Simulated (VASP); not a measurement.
# BeZn2Te3 (P4mm) in VASP: a series of runs, part 2 of 2

VASP 6.6.1. Earlier steps stand in the parts before.

## 3. Single point, PBE

This run uses another cell than the first one, of 20.78 Å³/atom, 0.718 times its volume.

INCAR reads:

```
PREC = Accurate
ENCUT = 520
EDIFF = 1E-6
ISMEAR = 0
SIGMA = 0.1
LREAL = False
LASPH = True
NELM = 60
ALGO = Normal
ISIF = 2
LWAVE = False
LCHARG = False
GGA = PE
NBANDS = 31
```

KPOINTS reads:

```
regular mesh
0
Gamma
  4 4 2
```

POSCAR reads:

```
BeZn2Te3
1.0
    3.8871925800      0.0000000000      0.0000000000
    0.0000000000      3.8871925800      0.0000000000
    0.0000000000      0.0000000000      8.2524565000
Be Zn Te
1 2 3
Direct
    0.0000000000      0.0000000000      0.6251500200
    0.5000000000      0.5000000000      0.7286009800
    0.0000000000      0.0000000000      0.2702390000
    0.5000000000      0.0000000000      0.9985610200
    0.0000000000      0.5000000000      0.9985610200
    0.5000000000      0.5000000000      0.3788870000
```

Potentials or basis: VASP PAW PBE potentials, release 64 (Be, Zn, Te).

Started as:

```
> cat potpaw_PBE.64/Be/POTCAR potpaw_PBE.64/Zn/POTCAR potpaw_PBE.64/Te/POTCAR > POTCAR
> mpirun -np 1 vasp_std > vasp.out
```

OUTCAR:

```text
PREC = Accurate
   ENCUT = 520
   EDIFF = 1E-6
   ISMEAR = 0
   LREAL = False
   LASPH = True
   NELM = 60
   ISIF = 2
   GGA = PE

 ion  position               nearest neighbor table
   1  0.000  0.000  0.625-
   2  0.500  0.500  0.729-   6 2.89   5 2.96   4 2.96   4 2.96   5 2.96
   3  0.000  0.000  0.270-   6 2.89   6 2.89   6 2.89   6 2.89   5 2.97   4 2.97   4 2.97   5 2.97

   4  0.500  0.000  0.999-   5 2.75   5 2.75   5 2.75   5 2.75   2 2.96   2 2.96   3 2.97   3 2.97

   5  0.000  0.500  0.999-   4 2.75   4 2.75   4 2.75   4 2.75   2 2.96   2 2.96   3 2.97   3 2.97

   6  0.500  0.500  0.379-   2 2.89   3 2.89   3 2.89   3 2.89   3 2.89

  LATTYP: Found a simple tetragonal cell.
 ALAT       =     3.8871925800
 C/A-ratio  =     2.1229862761

  Lattice vectors:

 A1 = (   3.8871925800,   0.0000000000,   0.0000000000)
 A2 = (   0.0000000000,   3.8871925800,   0.0000000000)
 A3 = (   0.0000000000,   0.0000000000,   8.2524565000)

Analysis of symmetry for initial positions (statically):
=====================================================================
[... 171 lines left out ...]
 cond. band min:       7.0022940804   @ k =   0.5000   0.0000   0.0000
 fundamental gap:      0.0246035662
 Fermi energy:         7.0022397523

 k-point     1 :       0.0000    0.0000    0.0000
  band No.  band energies     occupation
      1      -9.3004      2.00000
      2      -5.0647      2.00000
      3      -1.2674      2.00000
      4      -1.1213      2.00000
      5      -0.4671      2.00000
      6      -0.4671      2.00000
[... 397 lines left out ...]
     30      13.6894      0.00000
     31      14.1424      0.00000

------------------------ aborting loop because EDIFF is reached ----------------------------------------

  FORCE on cell =-STRESS in cart. coord.  units (eV):
  Direction    XX          YY          ZZ          XY          YZ          ZX
  --------------------------------------------------------------------------------------
  -------------------------------------------------------------------------------------
  Total       14.8011742     14.8011742      5.6395550      0.0000000      0.0000000      0.0000000
  in kB      190.1741110    190.1741110     72.4602887      0.0000000      0.0000000      0.0000000
  external PRESSURE =     150.9361703 kB  Pullay stress =       0.0000000 kB

 VOLUME and BASIS-vectors are now :
 -----------------------------------------------------------------------------
  energy-cutoff  :      520.00
  volume of cell :      124.70
      direct lattice vectors                 reciprocal lattice vectors
     3.887192580  0.000000000  0.000000000     0.257255070  0.000000000  0.000000000
     0.000000000  3.887192580  0.000000000     0.000000000  0.257255070  0.000000000
     0.000000000  0.000000000  8.252456500     0.000000000  0.000000000  0.121176040

 POSITION                                       TOTAL-FORCE (eV/Angst)
 -----------------------------------------------------------------------------------
      0.00000      0.00000      5.15902         0.000000     -0.000000     -0.439125
      1.94360      1.94360      6.01275         0.000000     -0.000000     -1.815855
      0.00000      0.00000      2.23014         0.000000     -0.000000      1.586444
      1.94360      0.00000      8.24058         0.000000     -0.000000     -0.253236
      0.00000      1.94360      8.24058         0.000000     -0.000000     -0.253236
      1.94360      1.94360      3.12675         0.000000      0.000000      1.175007
 -----------------------------------------------------------------------------------
    total drift:                                0.000000      0.000000      0.000382

  FREE ENERGIE OF THE ION-ELECTRON SYSTEM (eV)
  ---------------------------------------------------
  free  energy   TOTEN  =       -10.4085825695 eV

  energy  without entropy=      -10.3866675822  energy(sigma->0) =      -10.39762508
```

OSZICAR:

```text
N       E                     dE             d eps       ncg     rms          rms(c)
DAV:   1     0.272556416809E+03    0.27256E+03   -0.18851E+04   744   0.148E+03
DAV:   2     0.138636884122E+02   -0.25869E+03   -0.24872E+03   779   0.328E+02
DAV:   3    -0.101772601842E+02   -0.24041E+02   -0.23374E+02   913   0.987E+01
DAV:   4    -0.108533450745E+02   -0.67608E+00   -0.67388E+00   849   0.155E+01
DAV:   5    -0.108701705937E+02   -0.16826E-01   -0.16821E-01   997   0.255E+00    0.198E+01
DAV:   6    -0.104697617605E+02    0.40041E+00   -0.17595E+00   937   0.175E+01    0.161E+01
DAV:   7    -0.104738248065E+02   -0.40630E-02   -0.46263E-01   895   0.444E+00    0.450E+00
DAV:   8    -0.104168274281E+02    0.56997E-01   -0.22021E-01   880   0.411E+00    0.119E+00
DAV:   9    -0.104097439678E+02    0.70835E-02   -0.27193E-02   858   0.163E+00    0.616E-01
DAV:  10    -0.104090748970E+02    0.66907E-03   -0.34539E-03   989   0.682E-01    0.301E-01
DAV:  11    -0.104086726705E+02    0.40223E-03   -0.24570E-03   919   0.524E-01    0.236E-01
DAV:  12    -0.104085798800E+02    0.92791E-04   -0.71023E-04   935   0.513E-01    0.622E-02
DAV:  13    -0.104085828795E+02   -0.29995E-05   -0.38922E-05   864   0.645E-02    0.454E-02
DAV:  14    -0.104085825695E+02    0.31001E-06   -0.54025E-06   904   0.211E-02
   1 F= -.10408583E+02 E0= -.10397625E+02  d E =-.219150E-01
```

stdout:

```text
POSCAR found type information on POSCAR BeZnTe
 POSCAR found :  3 types and       6 ions
 scaLAPACK will be used
 LDA part: xc-table for (Slater+PW92), standard interpolation
 POSCAR, INCAR and KPOINTS ok, starting setup
 FFT: planning ... GRIDC
 FFT: planning ... GRID_SOFT
 FFT: planning ... GRID
 WAVECAR not read
 entering main loop
```

Wall time 36 s (1 thread of Intel Xeon Platinum 8488C (Sapphire Rapids), shared host); peak memory 0.24 GiB.

What came out:

| Item | Value |
| --- | --- |
| Free energy | -10.4086 eV |
| Pressure | 15.1 GPa |
| Largest force | 1.816 eV/Å |
| Band gap on the k mesh | zero (band 22 reaches 7.36 eV, above the bottom of band 23 at 6.64 eV) |

Forces in eV/Å, atoms in the order of the input:
```
Be   0.000  0.000 -0.439
Zn   0.000  0.000 -1.816
Zn   0.000  0.000  1.586
Te   0.000  0.000 -0.253
Te   0.000  0.000 -0.253
Te   0.000  0.000  1.175
```

Stress tensor (GPa, compression positive):
```
19.02  0.00  0.00
 0.00 19.02  0.00
 0.00  0.00  7.25
```

Caveat: the k points lie up to 0.40 Å⁻¹ apart; spin-orbit coupling is left out, which moves the levels of the heavy elements; forces of over 1 eV/Å act on the atoms, so gaps and moduli don't describe the material at rest.
